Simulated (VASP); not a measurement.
# Ca in VASP: further runs

Runs on Ca. Level: PBEsol. Tasks: single point.

All numbers are computed with VASP 6.6.1; they aren't measurements. Logs are shortened: lines on timing, memory, paths and dates and some standing lists are left out, and cuts for length are marked.

**1. The cell of the first run**

It takes space group P-3m1 (No. 164, trigonal). Conventional cell: a = 3.980 Å, b = 3.980 Å, c = 6.520 Å, α = 90.00°, β = 90.00°, γ = 120.00°. Ca (site symmetry 3m) has 12 Ca at 3.91 to 4.07 Å within 5.1 Å.

**2. Single point, PBEsol (atom 1 (Ca) moved by (+0.000, -0.100) A along x and z)**

INCAR reads:

```
SYSTEM = Ca
  PREC = Accurate
  ENCUT = 520
  EDIFF = 1E-6
  ISMEAR = 0
  SIGMA = 0.15
  LREAL = .False.
  LASPH = .True.
  NELM = 100
  ALGO = Fast
  ISIF = 2
  LWAVE = .False.
  LCHARG = .False.
  GGA = PS
  NBANDS = 17
```

KPOINTS reads:

```
Automatic mesh
0
Gamma
  12 12 8
  0 0 0
```

POSCAR reads:

```
Ca
1.0
    3.9799995206      0.0000000000      0.0000000000
   -1.9899997603      3.4467806919      0.0000000000
    0.0000000000      0.0000000000      6.5200000000
Ca
2
Direct
    0.3333333333      0.6666666667      0.2346625767
    0.6666666667      0.3333333333      0.7500000000
```

Potentials or basis: VASP PAW PBE potentials, release 64 (Ca_sv).

Launch:

```console
> cat potpaw_PBE.64/Ca_sv/POTCAR > POTCAR
> mpirun -np 1 vasp_std > vasp.out
```

OUTCAR:

```text
SYSTEM = Ca
   PREC = Accurate
   ENCUT = 520
   EDIFF = 1E-6
   ISMEAR = 0
   LREAL = .False.
   LASPH = .True.
   NELM = 100
   ISIF = 2
   GGA = PS

 ion  position               nearest neighbor table
   1  0.333  0.667  0.235-
   2  0.667  0.333  0.750-

  LATTYP: Found a hexagonal cell.
 ALAT       =     3.9799995206
 C/A-ratio  =     1.6381911521

  Lattice vectors:

 A1 = (   3.9799995206,   0.0000000000,   0.0000000000)
 A2 = (  -1.9899997603,   3.4467806919,   0.0000000000)
 A3 = (   0.0000000000,   0.0000000000,   6.5200000000)

Analysis of symmetry for initial positions (statically):
=====================================================================
 Subroutine PRICEL returns:
 Original cell was already a primitive cell.

 Routine SETGRP: Setting up the symmetry group for a
 hexagonal supercell.

 Subroutine GETGRP returns: Found 12 space group operations
 (whereof  6 operations were pure point group operations)
 out of a pool of 24 trial point group operations.

The static configuration has the point symmetry C_3v.
 The point group associated with its full space group is D_3d.

Analysis of symmetry for dynamics (positions and initial velocities):
=====================================================================
 Subroutine PRICEL returns:
 Original cell was already a primitive cell.

 Routine SETGRP: Setting up the symmetry group for a
 hexagonal supercell.

 Subroutine GETGRP returns: Found 12 space group operations
 (whereof  6 operations were pure point group operations)
 out of a pool of 24 trial point group operations.

The dynamic configuration has the point symmetry C_3v.
 The point group associated with its full space group is D_3d.

 Subroutine INISYM returns: Found 12 space group operations
 (whereof  6 operations are pure point group operations),
 and found     1 'primitive' translations

----------------------------------------------------------------------------------------

                                     Primitive cell

  volume of cell :      89.4426

  direct lattice vectors                    reciprocal lattice vectors
     3.979999521  0.000000000  0.000000000     0.251256312  0.145062899  0.000000000
    -1.989999760  3.446780692  0.000000000     0.000000000  0.290125798  0.000000000
     0.000000000  0.000000000  6.520000000     0.000000000  0.000000000  0.153374233

  length of vectors
     3.979999521  3.979999521  6.520000000     0.290125798  0.290125798  0.153374233

  position of ions in fractional coordinates (direct lattice)
     0.333333333  0.666666667  0.234662577
     0.666666667  0.333333333  0.750000000

  ion indices of the primitive-cell ions
   primitive index   ion index
                 1           1
                 2           2

----------------------------------------------------------------------------------------

 KPOINTS: Automatic mesh

Automatic generation of k-mesh.
 Grid dimensions read from file:
 generate k-points for:   12   12    8

 Generating k-lattice:

  Cartesian coordinates                     Fractional coordinates (reciprocal lattice)
     0.020938026  0.012088575  0.000000000     0.083333333 -0.000000000  0.000000000
     0.000000000  0.024177150  0.000000000     0.000000000  0.083333333  0.000000000
     0.000000000  0.000000000  0.019171779     0.000000000  0.000000000  0.125000000

  Length of vectors
     0.024177150  0.024177150  0.019171779

  Shift w.r.t. Gamma in fractional coordinates (k-lattice)
     0.000000000  0.000000000  0.000000000

 Subroutine IBZKPT returns following result:
 ===========================================

 Found    131 irreducible k-points:

 Following reciprocal coordinates:
            Coordinates               Weight
  0.000000  0.000000  0.000000      1.000000
  0.083333  0.000000  0.000000      6.000000
  0.166667  0.000000  0.000000      6.000000
  0.250000  0.000000  0.000000      6.000000
  0.333333  0.000000  0.000000      6.000000
  0.416667  0.000000  0.000000      6.000000
[... 16 lines left out ...]
  0.166667  0.000000  0.125000      6.000000
  0.000000  0.166667  0.125000      6.000000
 [... further k-points ...]
   k-points           NKPTS =    131   k-points in BZ     NKDIM =    131   number of bands    NBANDS=     17
   number of dos      NEDOS =    301   number of ions     NIONS =      2
   total plane-waves  NPLWV =  43200
   dimension x,y,z NGX =    30 NGY =   30 NGZ =   48
   dimension x,y,z NGXF=    60 NGYF=   60 NGZF=   96
   ions per type =               2
   NGX,Y,Z   is equivalent  to a cutoff of  12.53, 12.53, 12.24 a.u.
   NGXF,Y,Z  is equivalent  to a cutoff of  25.06, 25.06, 24.48 a.u.
 SYSTEM =  Ca
   PREC   = accura    normal or accurate (medium, high low for compatibility)
   ISTART =      0    job   : 0-new  1-cont  2-samecut
   ICHARG =      2    charge: 1-file 2-atom 10-const
   ISPIN  =      1    spin polarized calculation?
   LNONCOLLINEAR =      F non collinear calculations
   LSORBIT =      F    spin-orbit coupling
   LASPH  =      T    aspherical Exc in radial PAW
   ENCUT  =  520.0 eV  38.22 Ry    6.18 a.u.   7.40  7.40 12.12*2*pi/ulx,y,z
   NELM   =    100;   NELMIN=  2; NELMDL= -5     # of ELM steps
   EDIFF  = 0.1E-05   stopping-criterion for ELM
   LREAL  =      F    real-space projection
   EDIFFG = 0.1E-04   stopping-criterion for IOM
   NSW    =      0    number of steps for IOM
   IBRION =     -1    ionic relax: 0-MD 1-quasi-New 2-CG
   NFREE  =      0    steps in history (QN), initial steepest desc. (CG)
   ISIF   =      2    stress and relaxation
   ISYM   =      2    0-nonsym 1-usesym 2-fastsym
   POTIM  = 0.5000    time-step for ionic-motion
   TEBEG  =    0.0;   TEEND  =   0.0 temperature during run
   PSTRESS=    0.0 pullay stress
   NELECT =      20.0000    total number of electrons
   NUPDOWN=      -1.0000    fix difference up-down
   EMIN   =  10.00;   EMAX   =-10.00  energy-range for DOS
   EFERMI =   0.00;   METHOD = LEGACY
   ISMEAR =     0;   SIGMA  =   0.15  broadening in eV -4-tet -1-fermi 0-gaus
   EFERMI_NEDOS =   21; number of points for ismear=-14 and -15
   IALGO  =     68    algorithm
   IMIX   =      4    mixing-type and parameters
     AMIX     =   0.40;   BMIX     =  1.00
     AMIX_MAG =   1.60;   BMIX_MAG =  1.00
  volume/ion in A,a.u.               =      44.72       301.79
  Fermi-wavevector in a.u.,A,eV,Ry     =   0.993658  1.877741 13.433785  0.987355
  Thomas-Fermi vector in A             =   2.125555
   LORBIT       =      0    0 simple, 1 ext, 2 COOP (PROOUT), +10 PAW based schemes
   GGA     = PS    functional components
   LHFCALC =     F    Hartree Fock is set to
   AEXX    =    0.0000 exact exchange contribution
   IVDW    =     0    specifies the selected vdW correction
   LEPSILON=     F    determine dielectric tensor
   LRPA    =     F    only Hartree local field effects (RPA)
 non-spin polarized calculation
 RMM-DIIS sequential band-by-band and
 Gauss-broadening in eV      SIGMA  =   0.15
  energy-cutoff  :      520.00
  volume of cell :       89.44
 maximum number of plane-waves:      2442
 NGX is ok and might be reduce to    30
   NGX = 15   NGY = 15   NGZ = 25

 number of electron      20.0000003 magnetization

 Free energy of the ion-electron system (eV)
  ---------------------------------------------------
  ext. energy  EPLUGINS =         0.00000000
  ---------------------------------------------------
  free energy    TOTEN  =        -4.23055552 eV

  energy without entropy =       -4.20287181  energy(sigma->0) =       -4.21671366

 E-fermi :   1.7179     XC(G=0):  -7.6262

 val. band max:        1.7090086743   @ k =  -0.1667   0.5000   0.1250
 cond. band min:       1.7280700184   @ k =   0.2500   0.0833   0.0000
 fundamental gap:      0.0190613441
 Fermi energy:         1.7178731135

 k-point     1 :       0.0000    0.0000    0.0000
  band No.  band energies     occupation
      1     -40.2965      2.00000
      2     -40.2857      2.00000
      3     -21.4049      2.00000
      4     -21.3123      2.00000
      5     -21.3123      2.00000
      6     -21.2960      2.00000
[... 9 lines left out ...]
     16       4.1894      0.00000
     17       4.5826      0.00000

 k-point     2 :       0.0833    0.0000    0.0000
  band No.  band energies     occupation
      1     -40.2958      2.00000
      2     -40.2854      2.00000
      3     -21.4024      2.00000
      4     -21.3182      2.00000
      5     -21.3142      2.00000
      6     -21.3020      2.00000
[... 9 lines left out ...]
     16       4.2563      0.00000
     17       4.5079      0.00000

 k-point     3 :       0.1667    0.0000    0.0000
  band No.  band energies     occupation
      1     -40.2940      2.00000
      2     -40.2845      2.00000
      3     -21.3954      2.00000
      4     -21.3342      2.00000
      5     -21.3191      2.00000
      6     -21.3181      2.00000
[... 9 lines left out ...]
     16       4.2594      0.00000
     17       4.3274      0.00000

 k-point     4 :       0.2500    0.0000    0.0000
  band No.  band energies     occupation
      1     -40.2915      2.00000
      2     -40.2835      2.00000
      3     -21.3850      2.00000
      4     -21.3561      2.00000
      5     -21.3396      2.00000
      6     -21.3257      2.00000
[... 9 lines left out ...]
     16       4.5057      0.00000
     17       4.6887      0.00000
[... 343 lines left out ...]
      1     -40.2955      2.00000
      2     -40.2857      2.00000
      3     -21.3986      2.00000
      4     -21.3175      2.00000
      5     -21.3136      2.00000
      6     -21.3038      2.00000
[... 9 lines left out ...]
     16       4.2077      0.00000
     17       4.5801      0.00000

 k-point    23 :       0.1667    0.0000    0.1250
  band No.  band energies     occupation
      1     -40.2937      2.00000
      2     -40.2849      2.00000
      3     -21.3923      2.00000
      4     -21.3337      2.00000
      5     -21.3195      2.00000
      6     -21.3184      2.00000
[... 9 lines left out ...]
     16       4.4072      0.00000
     17       4.4936      0.00000

 k-point    24 :       0.0000    0.1667    0.1250
  band No.  band energies     occupation
      1     -40.2937      2.00000
      2     -40.2849      2.00000
      3     -21.3924      2.00000
      4     -21.3329      2.00000
      5     -21.3205      2.00000
      6     -21.3185      2.00000
[... 9 lines left out ...]
     16       4.2794      0.00000
     17       4.4636      0.00000

 [... further k-points ...]

------------------------ aborting loop because EDIFF is reached ----------------------------------------

  FORCE on cell =-STRESS in cart. coord.  units (eV):
  Direction    XX          YY          ZZ          XY          YZ          ZX
  --------------------------------------------------------------------------------------
  -------------------------------------------------------------------------------------
  Total       -0.7912509     -0.7912509     -0.7469915      0.0000000      0.0000000      0.0000000
  in kB      -14.1736121    -14.1736121    -13.3807975      0.0000000      0.0000000      0.0000000
  external PRESSURE =     -13.9093406 kB  Pullay stress =       0.0000000 kB

 VOLUME and BASIS-vectors are now :
 -----------------------------------------------------------------------------
  energy-cutoff  :      520.00
  volume of cell :       89.44
      direct lattice vectors                 reciprocal lattice vectors
     3.979999521  0.000000000  0.000000000     0.251256312  0.145062899  0.000000000
    -1.989999760  3.446780692  0.000000000     0.000000000  0.290125798  0.000000000
     0.000000000  0.000000000  6.520000000     0.000000000  0.000000000  0.153374233

 POSITION                                       TOTAL-FORCE (eV/Angst)
 -----------------------------------------------------------------------------------
     -0.00000      2.29785      1.53000        -0.000000      0.000000      0.131185
      1.99000      1.14893      4.89000         0.000000     -0.000000     -0.131185
 -----------------------------------------------------------------------------------
    total drift:                               -0.000000      0.000000      0.000003

  FREE ENERGIE OF THE ION-ELECTRON SYSTEM (eV)
  ---------------------------------------------------
  free  energy   TOTEN  =        -4.2305555182 eV

  energy  without entropy=       -4.2028718088  energy(sigma->0) =       -4.21671366
```

It took 1.8 min on 1 thread of Intel Xeon 6975P-C (Granite Rapids), shared host; peak memory 0.31 GiB.

What came out:

```
Free energy            : -4.2306 eV
Pressure               : -1.4 GPa
Largest force          : 0.131 eV/Å
Band gap on the k mesh : zero (bands 10 and 11 overlap by 0.51 eV)
```

Forces on the atoms (eV/Å):
```
Ca   0.000  0.000  0.131
Ca   0.000  0.000 -0.131
```

Stress tensor (GPa, compression positive):
```
-1.42  0.00  0.00
 0.00 -1.42  0.00
 0.00  0.00 -1.34
```

Levels at points of the mesh, in eV from the Fermi level:
```
           k point  band 7  band 8  band 9  band 10  band 11  band 12  band 13  band 14
(0.00, 0.00, 0.00)  -23.01  -23.01   -3.98    -1.05    -0.25     2.19     2.19     2.19
(0.50, 0.00, 0.00)  -23.03  -23.03   -1.14    -0.72     0.24     0.38     1.30     1.83
(0.00, 0.00, 0.50)  -23.02  -23.02   -3.06    -2.95     1.22     1.46     2.17     2.17
(0.50, 0.00, 0.50)  -23.04  -23.04   -0.69    -0.68     0.05     0.05     1.33     1.49
```

Caveat: the cell differs from its parent crystal (atom 1 (Ca) moved by (+0.000, -0.100) A along x and z); the PAW data sets were made with another functional, which shifts forces and pressure a little.

**3. Single point, PBEsol (atom 1 (Ca) moved by (-0.100, +0.000) A along x and z)**

INCAR reads:

```
ALGO     = Fast           # electronic algorithm
EDIFF    = 1E-6           # SCF threshold, eV
ENCUT    = 520            # plane-wave cutoff, eV
GGA      = PS             # functional
ISIF     = 2              # what is computed and relaxed
ISMEAR   = 0              # smearing method
LASPH    = True           # aspherical terms in the spheres
LCHARG   = True           # write CHGCAR
LELF     = True           # ELF
LREAL    = False          # projectors in reciprocal space
LVHAR    = True         
LWAVE    = False          # write WAVECAR
NBANDS   = 17             # bands
NELM     = 100            # most SCF steps
PREC     = Accurate       # precision mode
SIGMA    = 0.15           # smearing width, eV
```

KPOINTS reads:

```
k-points
0
Gamma
  12 12 8
```

Edit POSCAR of step 2 so:

```diff
@@ -8,3 +8,3 @@
 Direct
-    0.3333333333      0.6666666667      0.2346625767
+    0.3082077022      0.6666666667      0.2500000000
     0.6666666667      0.3333333333      0.7500000000
```

Potentials or basis: VASP PAW PBE potentials, release 64 (Ca_sv).

Launch:

```console
> cat potpaw_PBE.64/Ca_sv/POTCAR > POTCAR
> mpirun -np 1 vasp_std > vasp.out
```

It took 4.2 min on 1 thread of Intel Xeon 6975P-C (Granite Rapids), shared host; peak memory 0.56 GiB.

The run converged. Its results:

| Item | Value |
| --- | --- |
| Free energy | -4.2353 eV |
| Pressure | -1.4 GPa |
| Largest force | 0.036 eV/Å |
| Band gap on the k mesh | zero (bands 10 and 11 overlap by 0.52 eV) |

Forces on the atoms (eV/Å):
```
Ca   0.035  0.003  0.000
Ca  -0.035 -0.003  0.000
```

Stress tensor (GPa, compression positive):
```
-1.44  0.15  0.00
 0.15 -1.44  0.00
 0.00  0.00 -1.39
```

Levels at points of the mesh, in eV from the Fermi level:
| k point | band 6 | band 7 | band 8 | band 9 | band 10 | band 11 | band 12 | band 13 | band 14 | band 15 |
| --- | --- | --- | --- | --- | --- | --- | --- | --- | --- | --- |
| (0.00, 0.00, 0.00) | -23.02 | -23.02 | -23.01 | -3.98 | -1.04 | -0.25 | 2.16 | 2.18 | 2.21 | 2.46 |
| (0.50, 0.00, 0.00) | -23.06 | -23.04 | -23.03 | -1.11 | -0.74 | 0.28 | 0.41 | 1.20 | 1.76 | 2.13 |
| (0.00, 0.50, 0.00) | -23.06 | -23.04 | -23.03 | -1.13 | -0.72 | 0.24 | 0.38 | 1.30 | 1.81 | 2.13 |
| (0.50, 0.50, 0.00) | -23.06 | -23.03 | -23.03 | -1.16 | -0.69 | 0.20 | 0.35 | 1.40 | 1.87 | 2.10 |
| (0.00, 0.00, 0.50) | -23.03 | -23.02 | -23.02 | -3.01 | -3.01 | 1.33 | 1.33 | 2.17 | 2.17 | 2.20 |
| (0.50, 0.00, 0.50) | -23.05 | -23.04 | -23.04 | -0.69 | -0.69 | 0.07 | 0.07 | 1.36 | 1.36 | 2.75 |
| (0.00, 0.50, 0.50) | -23.05 | -23.04 | -23.04 | -0.68 | -0.68 | 0.05 | 0.05 | 1.39 | 1.39 | 2.75 |
| (0.50, 0.50, 0.50) | -23.05 | -23.04 | -23.04 | -0.67 | -0.67 | 0.02 | 0.02 | 1.44 | 1.44 | 2.73 |

Caveat: the cell differs from its parent crystal (atom 1 (Ca) moved by (-0.100, +0.000) A along x and z); the PAW data sets were made with another functional, which shifts forces and pressure a little.
